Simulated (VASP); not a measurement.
# CuO (Cc) in VASP: single point with LDA+U

Aim: the single point of CuO with LDA+U.

Program: VASP 6.6.1. These are calculated values, not measurements. Logs are shortened: lines on timing, memory, paths and dates and some standing lists are left out, and cuts for length are marked.

### 1 The cell of the first run

Symmetry: Cc, No. 9, monoclinic system. The conventional cell has a = 4.689 Å, b = 3.427 Å, c = 5.132 Å, α = 90.00°, β = 99.65°, γ = 90.00°. Within 2.5 Å of Cu (site symmetry 1) lie 4 O at 1.91 to 2.02 Å. O (site symmetry 1) has 4 Cu at 1.91 to 2.02 Å within 2.5 Å.

### 2 Single point, LDA+U, collinear spin, ferromagnetic start

File INCAR:

```
PREC     = Accurate       # precision mode
ENCUT    = 520            # plane-wave cutoff, eV
EDIFF    = 1E-6           # SCF threshold, eV
ISMEAR   = 0              # smearing method
SIGMA    = 0.05           # smearing width, eV
LREAL    = False          # projectors in reciprocal space
LASPH    = True           # aspherical terms in the spheres
NELM     = 150            # most SCF steps
ALGO     = Normal         # electronic algorithm
ISIF     = 2              # what is computed and relaxed
LWAVE    = False          # write WAVECAR
LCHARG   = False          # write CHGCAR
ISPIN    = 2              # spin polarisation
MAGMOM   = -0.07 -0.07 -0.04 -0.04 # initial moments
LORBIT   = 11             # projections on sites
LMAXMIX  = 4              # l up to which the mixer works
LDAU     = True           # DFT+U
LDAUTYPE = 1            
LDAUL    = 2 -1           # shell
LDAUU    = 3 0            # U, eV
LDAUJ    = 0.9 0        
LDAUPRINT= 1            
NBANDS   = 29             # bands
```

File KPOINTS:

```
regular mesh
0
Gamma
  7 7 4
```

File POSCAR:

```
CuO
1.0
    2.3446497600     -1.7133998200      0.0000000000
    2.3446497600      1.7133998200      0.0000000000
   -0.8605499100      0.0000000000      5.0594394800
Cu O
2 2
Direct
    0.0032000000      0.4968000000      0.0000000000
    0.4968000000      0.0032000000      0.5000000000
    0.5714000000      0.4056000000      0.2537000000
    0.4056000000      0.5714000000      0.7537000000
```

Potentials or basis: VASP PAW LDA potentials, release 64 (Cu, O).

Run with:

```console
cat potpaw_LDA.64/Cu/POTCAR potpaw_LDA.64/O/POTCAR > POTCAR
mpirun -np 1 vasp_std > vasp.out
```

OUTCAR:

```text
PREC = Accurate
   ENCUT = 520
   EDIFF = 1E-6
   ISMEAR = 0
   LREAL = False
   LASPH = True
   NELM = 150
   ISIF = 2
   ISPIN = 2
   LORBIT = 11

 ion  position               nearest neighbor table
   1  0.003  0.497  0.000-   4 1.91   3 1.93   4 1.98   3 2.02
   2  0.497  0.003  0.500-   3 1.91   4 1.93   3 1.98   4 2.02
   3  0.571  0.406  0.254-   2 1.91   1 1.93   2 1.98   1 2.02
   4  0.406  0.571  0.754-   1 1.91   2 1.93   1 1.98   2 2.02

  LATTYP: Found a base centered monoclinic cell.
 ALAT       =     4.6892995200
 B/A-ratio  =     0.7307700490
 C/A-ratio  =     1.0944283419
 COS(beta)  =    -0.1676798045

  Lattice vectors:

 A1 = (   2.3446497600,  -1.7133998200,   0.0000000000)
 A2 = (   2.3446497600,   1.7133998200,   0.0000000000)
 A3 = (  -0.8605499100,   0.0000000000,   5.0594394800)

Analysis of symmetry for initial positions (statically):
=====================================================================
 Subroutine PRICEL returns:
 Original cell was already a primitive cell.

 Routine SETGRP: Setting up the symmetry group for a
 base centered monoclinic supercell.

 Subroutine GETGRP returns: Found  2 space group operations
 (whereof  1 operations were pure point group operations)
 out of a pool of  4 trial point group operations.

The static configuration has the point symmetry C_1 .
 The point group associated with its full space group is C_1h.

Analysis of symmetry for dynamics (positions and initial velocities):
=====================================================================
 Subroutine PRICEL returns:
 Original cell was already a primitive cell.

 Routine SETGRP: Setting up the symmetry group for a
 base centered monoclinic supercell.

 Subroutine GETGRP returns: Found  2 space group operations
 (whereof  1 operations were pure point group operations)
 out of a pool of  4 trial point group operations.

The dynamic configuration has the point symmetry C_1 .
 The point group associated with its full space group is C_1h.

Analysis of structural, dynamic, and magnetic symmetry:
=====================================================================
 Subroutine PRICEL returns:
 Original cell was already a primitive cell.

 Routine SETGRP: Setting up the symmetry group for a
 base centered monoclinic supercell.

 Subroutine GETGRP returns: Found  2 space group operations
 (whereof  1 operations were pure point group operations)
 out of a pool of  4 trial point group operations.

The overall configuration has the point symmetry C_1 .
 The point group associated with its full space group is C_1h.

 Subroutine INISYM returns: Found  2 space group operations
 (whereof  1 operations are pure point group operations),
 and found     1 'primitive' translations

----------------------------------------------------------------------------------------

                                     Primitive cell

  volume of cell :      40.6508

  direct lattice vectors                    reciprocal lattice vectors
     2.344649760 -1.713399820  0.000000000     0.213251467 -0.291817470  0.036271514
     2.344649760  1.713399820  0.000000000     0.213251467  0.291817470  0.036271514
    -0.860549910  0.000000000  5.059439480     0.000000000  0.000000000  0.197650353

  length of vectors
     2.903983719  2.903983719  5.132102298     0.363248188  0.363248188  0.197650353

  position of ions in fractional coordinates (direct lattice)
     0.003200000  0.496800000  0.000000000
     0.496800000  0.003200000  0.500000000
     0.571400000  0.405600000  0.253700000
     0.405600000  0.571400000  0.753700000

  ion indices of the primitive-cell ions
   primitive index   ion index
                 1           1
                 2           2
                 3           3
                 4           4

----------------------------------------------------------------------------------------

 KPOINTS: regular mesh
[... 95 lines left out ...]
   U (eV)           for each species LDAUU =   3.0  0.0
   J (eV)           for each species LDAUJ =   0.9  0.0
   GGA     = CA    functional components
   LHFCALC =     F    Hartree Fock is set to
   AEXX    =    0.0000 exact exchange contribution
   IVDW    =     0    specifies the selected vdW correction
   LEPSILON=     F    determine dielectric tensor
   LRPA    =     F    only Hartree local field effects (RPA)
 spin polarized calculation
 Gauss-broadening in eV      SIGMA  =   0.05
  energy-cutoff  :      520.00
  volume of cell :       40.65
 maximum number of plane-waves:      1129
 NGX is ok and might be reduce to    24
   NGX = 11   NGY = 11   NGZ = 19

atom =   1  type =  1  l = 2

 onsite density matrix

spin component  1

  0.9420 -0.0153  0.0133  0.0092 -0.0023
 -0.0153  0.8897  0.0019  0.0917 -0.0275
  0.0133  0.0019  0.9626 -0.0040 -0.0013
  0.0092  0.0917 -0.0040  0.8324  0.0371
 -0.0023 -0.0275 -0.0013  0.0371  0.9455

spin component  2

  0.9452 -0.0104  0.0123  0.0026 -0.0012
 -0.0104  0.9128 -0.0007  0.0600 -0.0199
  0.0123 -0.0007  0.9642  0.0001 -0.0020
  0.0026  0.0600  0.0001  0.8819  0.0254
 -0.0012 -0.0199 -0.0020  0.0254  0.9497

 occupancies and eigenvectors

  o =  0.7522  v =  0.0889  0.5761 -0.0244 -0.7783  0.2321  0.0000  0.0000  0.0000  0.0000  0.0000      0.0000  0.0000  0.0000  0.0000  0.0000  0.0000  0.0000  0.0000  0.0000  0.0000
  o =  0.8263  v =  0.0000  0.0000  0.0000  0.0000  0.0000 -0.0712 -0.5941 -0.0012  0.7603 -0.2529      0.0000  0.0000  0.0000  0.0000  0.0000  0.0000  0.0000  0.0000  0.0000  0.0000
  o =  0.9352  v =  0.8659  0.1694 -0.4077  0.2002 -0.1236  0.0000  0.0000  0.0000  0.0000  0.0000      0.0000  0.0000  0.0000  0.0000  0.0000  0.0000  0.0000  0.0000  0.0000  0.0000
  o =  0.9379  v =  0.0000  0.0000  0.0000  0.0000  0.0000 -0.8690 -0.1797  0.4099 -0.1923  0.0868      0.0000  0.0000  0.0000  0.0000  0.0000  0.0000  0.0000  0.0000  0.0000  0.0000
  o =  0.9559  v = -0.0510 -0.3262 -0.2391 -0.4728 -0.7812  0.0000  0.0000  0.0000  0.0000  0.0000      0.0000  0.0000  0.0000  0.0000  0.0000  0.0000  0.0000  0.0000  0.0000  0.0000
  o =  0.9578  v =  0.0000  0.0000  0.0000  0.0000  0.0000 -0.0466 -0.1702 -0.1897 -0.4260 -0.8668      0.0000  0.0000  0.0000  0.0000  0.0000  0.0000  0.0000  0.0000  0.0000  0.0000
  o =  0.9583  v =  0.1520 -0.6912 -0.2903 -0.3181  0.5601  0.0000  0.0000  0.0000  0.0000  0.0000      0.0000  0.0000  0.0000  0.0000  0.0000  0.0000  0.0000  0.0000  0.0000  0.0000
  o =  0.9603  v =  0.0000  0.0000  0.0000  0.0000  0.0000 -0.1307  0.7277  0.3264  0.4194 -0.4134      0.0000  0.0000  0.0000  0.0000  0.0000  0.0000  0.0000  0.0000  0.0000  0.0000
  o =  0.9705  v =  0.4655 -0.2351  0.8317 -0.1717 -0.0829  0.0000  0.0000  0.0000  0.0000  0.0000      0.0000  0.0000  0.0000  0.0000  0.0000  0.0000  0.0000  0.0000  0.0000  0.0000
  o =  0.9715  v =  0.0000  0.0000  0.0000  0.0000  0.0000  0.4696 -0.2371  0.8303 -0.1662 -0.0787      0.0000  0.0000  0.0000  0.0000  0.0000  0.0000  0.0000  0.0000  0.0000  0.0000

atom =   2  type =  1  l = 2

 onsite density matrix

spin component  1

  0.9420 -0.0153 -0.0133 -0.0092  0.0023
 -0.0153  0.8897 -0.0019 -0.0917  0.0275
 -0.0133 -0.0019  0.9626 -0.0040 -0.0013
 -0.0092 -0.0917 -0.0040  0.8324  0.0371
  0.0023  0.0275 -0.0013  0.0371  0.9455

spin component  2

  0.9452 -0.0104 -0.0123 -0.0026  0.0012
 -0.0104  0.9128  0.0007 -0.0600  0.0199
 -0.0123  0.0007  0.9642  0.0001 -0.0020
 -0.0026 -0.0600  0.0001  0.8819  0.0254
  0.0012  0.0199 -0.0020  0.0254  0.9497

 occupancies and eigenvectors

  o =  0.7522  v = -0.0889 -0.5761 -0.0244 -0.7783  0.2321  0.0000  0.0000  0.0000  0.0000  0.0000      0.0000  0.0000  0.0000  0.0000  0.0000  0.0000  0.0000  0.0000  0.0000  0.0000
  o =  0.8263  v =  0.0000  0.0000  0.0000  0.0000  0.0000  0.0712  0.5941 -0.0012  0.7603 -0.2529      0.0000  0.0000  0.0000  0.0000  0.0000  0.0000  0.0000  0.0000  0.0000  0.0000
  o =  0.9352  v = -0.8659 -0.1694 -0.4077  0.2002 -0.1236  0.0000  0.0000  0.0000  0.0000  0.0000      0.0000  0.0000  0.0000  0.0000  0.0000  0.0000  0.0000  0.0000  0.0000  0.0000
  o =  0.9379  v =  0.0000  0.0000  0.0000  0.0000  0.0000  0.8690  0.1797  0.4099 -0.1923  0.0868      0.0000  0.0000  0.0000  0.0000  0.0000  0.0000  0.0000  0.0000  0.0000  0.0000
  o =  0.9559  v =  0.0510  0.3262 -0.2391 -0.4728 -0.7812  0.0000  0.0000  0.0000  0.0000  0.0000      0.0000  0.0000  0.0000  0.0000  0.0000  0.0000  0.0000  0.0000  0.0000  0.0000
  o =  0.9578  v =  0.0000  0.0000  0.0000  0.0000  0.0000  0.0466  0.1702 -0.1897 -0.4260 -0.8668      0.0000  0.0000  0.0000  0.0000  0.0000  0.0000  0.0000  0.0000  0.0000  0.0000
  o =  0.9583  v = -0.1520  0.6912 -0.2903 -0.3181  0.5601  0.0000  0.0000  0.0000  0.0000  0.0000      0.0000  0.0000  0.0000  0.0000  0.0000  0.0000  0.0000  0.0000  0.0000  0.0000
  o =  0.9603  v =  0.0000  0.0000  0.0000  0.0000  0.0000  0.1307 -0.7277  0.3264  0.4194 -0.4134      0.0000  0.0000  0.0000  0.0000  0.0000  0.0000  0.0000  0.0000  0.0000  0.0000
  o =  0.9705  v = -0.4655  0.2351  0.8317 -0.1717 -0.0829  0.0000  0.0000  0.0000  0.0000  0.0000      0.0000  0.0000  0.0000  0.0000  0.0000  0.0000  0.0000  0.0000  0.0000  0.0000
  o =  0.9715  v =  0.0000  0.0000  0.0000  0.0000  0.0000 -0.4696  0.2371  0.8303 -0.1662 -0.0787      0.0000  0.0000  0.0000  0.0000  0.0000  0.0000  0.0000  0.0000  0.0000  0.0000

 number of electron      33.9999999 magnetization      -0.2515779

 Free energy of the ion-electron system (eV)
  ---------------------------------------------------
  ext. energy  EPLUGINS =         0.00000000
  ---------------------------------------------------
  free energy    TOTEN  =       -21.60694133 eV

  energy without entropy =      -21.60488262  energy(sigma->0) =      -21.60591198

 E-fermi :   5.0914     XC(G=0): -12.3996

 val. band max:        5.0400473497   @ k =   0.4286   0.2857   0.2500
 cond. band min:       5.0957024918   @ k =   0.1429   0.1429   0.5000
 fundamental gap:      0.0556551422
 Fermi energy:         5.0914134347

 spin component 1

 k-point     1 :       0.0000    0.0000    0.0000
  band No.  band energies     occupation
      1     -14.2994      1.00000
      2     -12.9167      1.00000
      3      -2.9659      1.00000
      4      -0.4224      1.00000
      5      -0.0659      1.00000
      6       1.3844      1.00000
[... 1529 lines left out ...]
     28      23.4342      0.00000
     29      25.2455      0.00000

 [... further k-points ...]
[... 5 lines left out ...]
  --------------------------------------------------------------------------------------
  -------------------------------------------------------------------------------------
  Total       -2.9008189     -1.8108755     -3.3743320      0.0000000      0.0000000      0.0192591
  in kB     -114.3304988    -71.3723654   -132.9931565      0.0000000      0.0000000      0.7590626
  external PRESSURE =    -106.2320069 kB  Pullay stress =       0.0000000 kB

 VOLUME and BASIS-vectors are now :
 -----------------------------------------------------------------------------
  energy-cutoff  :      520.00
  volume of cell :       40.65
      direct lattice vectors                 reciprocal lattice vectors
     2.344649760 -1.713399820  0.000000000     0.213251467 -0.291817470  0.036271514
     2.344649760  1.713399820  0.000000000     0.213251467  0.291817470  0.036271514
    -0.860549910  0.000000000  5.059439480     0.000000000  0.000000000  0.197650353

 POSITION                                       TOTAL-FORCE (eV/Angst)
 -----------------------------------------------------------------------------------
      1.17232      0.84573      0.00000        -0.561809      0.285491      0.214103
      0.74205     -0.84573      2.52972        -0.561809     -0.285491      0.214103
      2.07240     -0.28408      1.28358         0.561809      0.475337     -0.214103
      1.64213      0.28408      3.81330         0.561809     -0.475337     -0.214103
 -----------------------------------------------------------------------------------
    total drift:                                0.000186      0.000000     -0.000690

  FREE ENERGIE OF THE ION-ELECTRON SYSTEM (eV)
  ---------------------------------------------------
  free  energy   TOTEN  =       -21.6069413343 eV

  energy  without entropy=      -21.6048826206  energy(sigma->0) =      -21.60591198

 total charge

# of ion       s       p       d       tot
------------------------------------------
    1        0.378   0.388   9.205   9.971
    2        0.378   0.388   9.205   9.971
    3        1.564   3.350   0.000   4.914
    4        1.564   3.350   0.000   4.914
--------------------------------------------------
tot          3.884   7.475  18.409  29.769

 magnetization (x)

# of ion       s       p       d       tot
------------------------------------------
    1        0.001  -0.001  -0.082  -0.082
    2        0.001  -0.001  -0.082  -0.082
    3       -0.002  -0.036   0.000  -0.039
    4       -0.002  -0.036   0.000  -0.039
--------------------------------------------------
tot         -0.004  -0.075  -0.164  -0.242
```

Wall time 86 s (1 thread of AMD EPYC 9R14 (Zen 4), shared host); peak memory 0.19 GiB.

Results:

```
Free energy                                           : -21.6069 eV
Pressure                                              : -10.6 GPa
Largest force                                         : 0.766 eV/Å
Net moment                                            : -0.25 μB per cell
Site moments                                          : Cu -0.08; O -0.04 μB
Valence electrons inside the program's atomic spheres : Cu 9.97; O 4.91
```

Forces in eV/Å, atoms in the order of the input:
```
Cu  -0.562  0.285  0.214
Cu  -0.562 -0.285  0.214
O    0.562  0.475 -0.214
O    0.562 -0.475 -0.214
```

Stress tensor (GPa, compression positive):
```
-11.43   0.00   0.08
  0.00  -7.14   0.00
  0.08   0.00 -13.30
```

Eigenvalues of the final occupation matrices:
```
    site  spin  trace               eigenvalues
site 1 d     1   4.57  0.75 0.94 0.96 0.96 0.97
site 1 d     2   4.65  0.83 0.94 0.96 0.96 0.97
site 2 d     1   4.57  0.75 0.94 0.96 0.96 0.97
site 2 d     2   4.65  0.83 0.94 0.96 0.96 0.97
```
